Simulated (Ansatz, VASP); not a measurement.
**One calculation of Se, two programs**

```
CELL_PARAMETERS angstrom
0.00000 2.16625 2.16625
2.16625 0.00000 2.16625
2.16625 2.16625 0.00000
ATOMIC_POSITIONS crystal
Se 0.00000 0.00000 0.00000
```

Alike in both runs: functional PBE; k mesh 16 × 16 × 16; occupations fermi-dirac, width 0.03 eV; no spin polarisation.

Ansatz relaxed the structure, and its values are those at the end. VASP's run is a single point on that final structure, the one shown.

```csv
,VASP,Ansatz
version,VASP 6.6.1,Ansatz 0.2.0
potentials or method,"VASP PAW PBE potentials, release 64 (Se)","PAW with Ansatz's default frozen-core files, scalar-relativistic"
plane-wave cutoff (eV),520,420
valence electrons in the cell,6,16
```

```csv
,VASP,Ansatz,Ansatz less VASP
pressure (GPa),0.0,0.0,+0.02
```

With one functional, cell and mesh, what is left measures potentials, basis and numerics. VASP's potentials hold 6 valence electrons a cell and Ansatz's 16, so a difference there can come from the potentials and not from the codes.
